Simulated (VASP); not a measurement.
# Bi (R-3m) in VASP: a series of runs, part 3 of 3

VASP 6.6.1.

### Step 6. Single point, LDA (volume scaled by 1.02)

Input file INCAR:

```
ALGO = Normal ; EDIFF = 1E-6
ENCUT = 520 ; GGA = CA
ISIF = 2 ; ISMEAR = -1
LASPH = T ; LCHARG = F
LREAL = F ; LWAVE = F
NBANDS = 22 ; NELM = 80
PREC = Accurate ; SIGMA = 0.05
```

Input file KPOINTS:

```
k-points
0
Gamma
  7 7 7
```

Input file POSCAR:

```
Bi
1.0
    2.2825169939      1.3178118009      3.9640802302
   -2.2825169939      1.3178118009      3.9640802302
    0.0000000000     -2.6356236018      3.9640802302
Bi
2
Direct
    0.7660000000      0.7660000000      0.7660000000
    0.2340000000      0.2340000000      0.2340000000
```

Potentials or basis: VASP PAW LDA potentials, release 64 (Bi_d).

Started as:

```sh
> cat potpaw_LDA.64/Bi_d/POTCAR > POTCAR
> mpirun -np 1 vasp_std > vasp.out
```

OUTCAR:

```text
EDIFF = 1E-6
   ENCUT = 520
   GGA = CA
   ISIF = 2
   ISMEAR = -1
   LASPH = T
   LREAL = F
   NELM = 80
   PREC = Accurate

 ion  position               nearest neighbor table
   1  0.766  0.766  0.766-   2 3.08   2 3.08   2 3.08   2 3.54   2 3.54   2 3.54
   2  0.234  0.234  0.234-   1 3.08   1 3.08   1 3.08   1 3.54   1 3.54   1 3.54

  LATTYP: Found a trigonal (rhomboedric) cell.
 ALAT       =     4.7602987135
 COS(alpha) =     0.5401781303

  Lattice vectors:

 A1 = (   2.2825169939,   1.3178118009,   3.9640802302)
 A2 = (  -2.2825169939,   1.3178118009,   3.9640802302)
 A3 = (   0.0000000000,  -2.6356236018,   3.9640802302)

Analysis of symmetry for initial positions (statically):
=====================================================================
 Subroutine PRICEL returns:
 Original cell was already a primitive cell.

 Routine SETGRP: Setting up the symmetry group for a
 trigonal (rhombohedral) supercell.

 Subroutine GETGRP returns: Found 12 space group operations
 (whereof 12 operations were pure point group operations)
 out of a pool of 12 trial point group operations.

The static configuration has the point symmetry D_3d.

Analysis of symmetry for dynamics (positions and initial velocities):
=====================================================================
 Subroutine PRICEL returns:
 Original cell was already a primitive cell.

 Routine SETGRP: Setting up the symmetry group for a
 trigonal (rhombohedral) supercell.

 Subroutine GETGRP returns: Found 12 space group operations
 (whereof 12 operations were pure point group operations)
 out of a pool of 12 trial point group operations.

The dynamic configuration has the point symmetry D_3d.

 Subroutine INISYM returns: Found 12 space group operations
 (whereof 12 operations are pure point group operations),
 and found     1 'primitive' translations

----------------------------------------------------------------------------------------

                                     Primitive cell

  volume of cell :      71.5420

  direct lattice vectors                    reciprocal lattice vectors
     2.282516994  1.317811801  3.964080230     0.219056419  0.126472283  0.084088443
    -2.282516994  1.317811801  3.964080230    -0.219056419  0.126472283  0.084088443
     0.000000000 -2.635623602  3.964080230     0.000000000 -0.252944565  0.084088443

  length of vectors
     4.760298713  4.760298713  4.760298714     0.266555472  0.266555472  0.266555472

  position of ions in fractional coordinates (direct lattice)
     0.766000000  0.766000000  0.766000000
     0.234000000  0.234000000  0.234000000

  ion indices of the primitive-cell ions
   primitive index   ion index
                 1           1
                 2           2

----------------------------------------------------------------------------------------

 KPOINTS: k-points

Automatic generation of k-mesh.
 Grid dimensions read from file:
 generate k-points for:    7    7    7

 Generating k-lattice:

  Cartesian coordinates                     Fractional coordinates (reciprocal lattice)
     0.031293774  0.018067469  0.012012635     0.142857143  0.000000000  0.000000000
    -0.031293774  0.018067469  0.012012635     0.000000000  0.142857143  0.000000000
     0.000000000 -0.036134938  0.012012635     0.000000000  0.000000000  0.142857143

  Length of vectors
     0.038079353  0.038079353  0.038079353

  Shift w.r.t. Gamma in fractional coordinates (k-lattice)
     0.000000000  0.000000000  0.000000000

 Subroutine IBZKPT returns following result:
 ===========================================

 Found     44 irreducible k-points:

 Following reciprocal coordinates:
            Coordinates               Weight
  0.000000  0.000000  0.000000      1.000000
  0.142857 -0.000000 -0.000000      6.000000
  0.285714 -0.000000  0.000000      6.000000
  0.428571  0.000000  0.000000      6.000000
  0.142857  0.142857 -0.000000      6.000000
  0.285714  0.142857  0.000000     12.000000
[... 16 lines left out ...]
  0.285714  0.285714  0.142857      6.000000
  0.428571  0.285714  0.142857     12.000000
 [... further k-points ...]
   k-points           NKPTS =     44   k-points in BZ     NKDIM =     44   number of bands    NBANDS=     22
   number of dos      NEDOS =    301   number of ions     NIONS =      2
   total plane-waves  NPLWV =  46656
   dimension x,y,z NGX =    36 NGY =   36 NGZ =   36
   dimension x,y,z NGXF=    72 NGYF=   72 NGZF=   72
   ions per type =               2
   NGX,Y,Z   is equivalent  to a cutoff of  12.57, 12.57, 12.57 a.u.
   NGXF,Y,Z  is equivalent  to a cutoff of  25.14, 25.14, 25.14 a.u.
 SYSTEM =  unknown system
   PREC   = accura    normal or accurate (medium, high low for compatibility)
   ISTART =      0    job   : 0-new  1-cont  2-samecut
   ICHARG =      2    charge: 1-file 2-atom 10-const
   ISPIN  =      1    spin polarized calculation?
   LNONCOLLINEAR =      F non collinear calculations
   LSORBIT =      F    spin-orbit coupling
   LASPH  =      T    aspherical Exc in radial PAW
   ENCUT  =  520.0 eV  38.22 Ry    6.18 a.u.   8.85  8.85  8.85*2*pi/ulx,y,z
   NELM   =     80;   NELMIN=  2; NELMDL= -5     # of ELM steps
   EDIFF  = 0.1E-05   stopping-criterion for ELM
   LREAL  =      F    real-space projection
   EDIFFG = 0.1E-04   stopping-criterion for IOM
   NSW    =      0    number of steps for IOM
   IBRION =     -1    ionic relax: 0-MD 1-quasi-New 2-CG
   NFREE  =      0    steps in history (QN), initial steepest desc. (CG)
   ISIF   =      2    stress and relaxation
   ISYM   =      2    0-nonsym 1-usesym 2-fastsym
   POTIM  = 0.5000    time-step for ionic-motion
   TEBEG  =    0.0;   TEEND  =   0.0 temperature during run
   PSTRESS=    0.0 pullay stress
   NELECT =      30.0000    total number of electrons
   NUPDOWN=      -1.0000    fix difference up-down
   EMIN   =  10.00;   EMAX   =-10.00  energy-range for DOS
   EFERMI =   0.00;   METHOD = LEGACY
   ISMEAR =    -1;   SIGMA  =   0.05  broadening in eV -4-tet -1-fermi 0-gaus
   EFERMI_NEDOS =   21; number of points for ismear=-14 and -15
   IALGO  =     38    algorithm
   IMIX   =      4    mixing-type and parameters
     AMIX     =   0.40;   BMIX     =  1.00
     AMIX_MAG =   1.60;   BMIX_MAG =  1.00
  volume/ion in A,a.u.               =      35.77       241.39
  Fermi-wavevector in a.u.,A,eV,Ry     =   1.225354  2.315583 20.429043  1.501492
  Thomas-Fermi vector in A             =   2.360395
   LORBIT       =      0    0 simple, 1 ext, 2 COOP (PROOUT), +10 PAW based schemes
   GGA     = CA    functional components
   LHFCALC =     F    Hartree Fock is set to
   AEXX    =    0.0000 exact exchange contribution
   IVDW    =     0    specifies the selected vdW correction
   LEPSILON=     F    determine dielectric tensor
   LRPA    =     F    only Hartree local field effects (RPA)
 non-spin polarized calculation
  energy-cutoff  :      520.00
  volume of cell :       71.54
 maximum number of plane-waves:      1967
   NGX = 17   NGY = 17   NGZ = 17

 number of electron      30.0000003 magnetization

 Free energy of the ion-electron system (eV)
  ---------------------------------------------------
  ext. energy  EPLUGINS =         0.00000000
  ---------------------------------------------------
  free energy    TOTEN  =        -9.11692641 eV

  energy without entropy =       -9.11550836  energy(sigma->0) =       -9.11621738

 E-fermi :   5.7850     XC(G=0):  -9.7243

 val. band max:        5.6342396171   @ k =   0.4286   0.2857   0.2857
 cond. band min:       5.8948807432   @ k =   0.4286   0.0000   0.0000
 fundamental gap:      0.2606411261
 Fermi energy:         5.7850174198

 k-point     1 :       0.0000    0.0000    0.0000
  band No.  band energies     occupation
      1     -16.9589      2.00000
      2     -16.9589      2.00000
      3     -16.8111      2.00000
      4     -16.8111      2.00000
      5     -16.7964      2.00000
      6     -16.6357      2.00000
[... 14 lines left out ...]
     21      11.6975      0.00000
     22      11.9229      0.00000
[... 552 lines left out ...]
  band No.  band energies     occupation
      1     -16.9260      2.00000
      2     -16.8556      2.00000
      3     -16.7970      2.00000
      4     -16.7686      2.00000
      5     -16.7515      2.00000
      6     -16.6758      2.00000
[... 14 lines left out ...]
     21      14.0098      0.00000
     22      14.8046      0.00000

 [... further k-points ...]

------------------------ aborting loop because EDIFF is reached ----------------------------------------

  FORCE on cell =-STRESS in cart. coord.  units (eV):
  Direction    XX          YY          ZZ          XY          YZ          ZX
  --------------------------------------------------------------------------------------
  -------------------------------------------------------------------------------------
  Total       -1.0566835     -1.0566835     -1.0657091      0.0000000      0.0000000      0.0000000
  in kB      -23.6643406    -23.6643406    -23.8664674      0.0000000      0.0000000      0.0000000
  external PRESSURE =     -23.7317162 kB  Pullay stress =       0.0000000 kB

 VOLUME and BASIS-vectors are now :
 -----------------------------------------------------------------------------
  energy-cutoff  :      520.00
  volume of cell :       71.54
      direct lattice vectors                 reciprocal lattice vectors
     2.282516994  1.317811801  3.964080230     0.219056419  0.126472283  0.084088443
    -2.282516994  1.317811801  3.964080230    -0.219056419  0.126472283  0.084088443
     0.000000000 -2.635623602  3.964080230     0.000000000 -0.252944565  0.084088443

 POSITION                                       TOTAL-FORCE (eV/Angst)
 -----------------------------------------------------------------------------------
      0.00000      0.00000      9.10946         0.000000     -0.000000      0.018329
      0.00000      0.00000      2.78278         0.000000      0.000000     -0.018329
 -----------------------------------------------------------------------------------
    total drift:                               -0.000000      0.000000     -0.000000

  FREE ENERGIE OF THE ION-ELECTRON SYSTEM (eV)
  ---------------------------------------------------
  free  energy   TOTEN  =        -9.1169264067 eV

  energy  without entropy=       -9.1155083575  energy(sigma->0) =       -9.11621738
```

OSZICAR:

```text
N       E                     dE             d eps       ncg     rms          rms(c)
DAV:   1     0.304117934901E+03    0.30412E+03   -0.16287E+04  1936   0.163E+03
DAV:   2     0.164748524254E+02   -0.28764E+03   -0.28043E+03  1966   0.428E+02
DAV:   3    -0.823948144491E+01   -0.24714E+02   -0.24441E+02  2332   0.141E+02
DAV:   4    -0.910143106295E+01   -0.86195E+00   -0.86153E+00  2432   0.290E+01
DAV:   5    -0.913844224859E+01   -0.37011E-01   -0.37011E-01  2780   0.536E+00    0.105E+00
DAV:   6    -0.912356320669E+01    0.14879E-01   -0.19290E-02  2548   0.147E+00    0.613E-01
DAV:   7    -0.911696991733E+01    0.65933E-02   -0.12705E-02  2458   0.119E+00    0.105E-01
DAV:   8    -0.911691869877E+01    0.51219E-04   -0.13612E-03  2248   0.430E-01    0.189E-02
DAV:   9    -0.911692678554E+01   -0.80868E-05   -0.60956E-05  3030   0.573E-02    0.857E-03
DAV:  10    -0.911692640670E+01    0.37884E-06   -0.30283E-06  1928   0.157E-02
   1 F= -.91169264E+01 E0= -.91162174E+01  d E =-.141805E-02
```

stdout:

```text
POSCAR found type information on POSCAR Bi
 POSCAR found :  1 types and       2 ions
 scaLAPACK will be used
 LDA part: xc-table for (Slater(with rela. corr.)+CA(PZ))
 , standard interpolation
 POSCAR, INCAR and KPOINTS ok, starting setup
 FFT: planning ... GRIDC
 FFT: planning ... GRID_SOFT
 FFT: planning ... GRID
 WAVECAR not read
 entering main loop
```

Run time: 35 s. Hardware: 1 thread of Intel Xeon 6975P-C, shared host; peak memory 0.2 GiB.

What came out:

- Free energy: -9.1169 eV
- Pressure: -2.4 GPa
- Largest force: 0.018 eV/Å
- Band gap on the k mesh: 0.26 eV, indirect (least direct gap 0.51 eV)

Forces on the atoms (eV/Å):
```
Bi   0.000  0.000  0.018
Bi   0.000  0.000 -0.018
```

Levels at points of the mesh, in eV from the valence-band top:
| k point | band 13 | band 14 | band 15 | band 16 | band 17 | band 18 |
| --- | --- | --- | --- | --- | --- | --- |
| (0.00, 0.00, 0.00) | -1.19 | -0.94 | -0.94 | 2.71 | 3.16 | 3.16 |

Caveat: spin-orbit coupling is left out, which moves the levels of the heavy elements.

### Step 7. Overview

| cell | gap on the mesh (eV) | pressure (GPa) | largest force (eV/Å) |
| --- | --- | --- | --- |
| a = 4.632 Å, angles 57.3°, 2 atoms | 0.30 | 1.8 | 0.37 |
| a = 4.665 Å, angles 57.3°, 2 atoms | 0.29 | 0.6 | 0.26 |
| a = 4.697 Å, angles 57.3°, 2 atoms | 0.28 | -0.5 | 0.16 |
| a = 4.729 Å, angles 57.3°, 2 atoms | 0.27 | -1.5 | 0.07 |
| a = 4.760 Å, angles 57.3°, 2 atoms | 0.26 | -2.4 | 0.02 |

Alike in all rows: task single point; level LDA; potentials or basis VASP PAW LDA potentials, release 64 (Bi_d); no spin polarisation; k mesh 7 × 7 × 7; cutoff (eV) 520; smearing fermi-dirac 0.05 eV.

Caveats: spin-orbit coupling is left out, which moves the levels of the heavy elements.

Total energies depend on the potentials used, so only differences within one code and one set of settings carry meaning.
